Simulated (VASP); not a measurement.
Write the native input for VASP 6.6.1 that does the following.

```yaml
Task: single point
Functional: PBEsol
Potentials_or_basis: VASP PAW PBE potentials, release 64 (Ta_pv, N)
Cutoff: 520 eV
k_mesh: 18 × 18 × 16
Occupations: gaussian, width 0.15 eV
Spin: no spin polarisation
Dipole_correction: no
Further_INCAR_settings: ALGO = Fast; EDIFF = 1e-07; NBANDS = 15
```

The structure of TaN lies in POSCAR:

```
TaN
1.0
    2.9379988584      0.0000000000      0.0000000000
   -1.4689994292      2.5443816477      0.0000000000
    0.0000000000      0.0000000000      2.8830000000
Ta N
1 1
Direct
    0.3333333333      0.6666666667      0.5000000000
   -0.0309967310     -0.0226911820     -0.0200260239
```

This cell differs from its parent crystal: all N atoms moved -0.100 Å, as atom 2 along Cartesian [1 1 1].

The input as run:

INCAR

```
ALGO = Fast
EDIFF = 1E-7
ENCUT = 520
GGA = PS
ISIF = 2
ISMEAR = 0
LASPH = True
LCHARG = False
LREAL = False
LWAVE = False
NBANDS = 15
NELM = 80
PREC = Accurate
SIGMA = 0.15
```

KPOINTS

```
k-points
0
Gamma
  18 18 16
```

Potentials or basis: VASP PAW PBE potentials, release 64 (Ta_pv, N).

The run is started by

```console
$ cat potpaw_PBE.64/Ta_pv/POTCAR potpaw_PBE.64/N/POTCAR > POTCAR
$ mpirun -np 1 vasp_std > vasp.out
```

Results of the run:

| Item | Value |
| --- | --- |
| Pressure | -2.4 GPa |
| Largest force | 1.380 eV/Å |
| Band gap on the k mesh | zero (bands 8 and 9 overlap by 0.18 eV) |

Caveat: the cell differs from its parent crystal (all N atoms moved -0.100 Å, as atom 2 along Cartesian [1 1 1]); the PAW data sets were made with another functional, which shifts forces and pressure a little; spin-orbit coupling is left out, which moves the levels of the heavy elements.

It took 25 min on 1 thread of Oxide Virtual Turin-like Processor (shared host), peak memory 0.84 GiB.
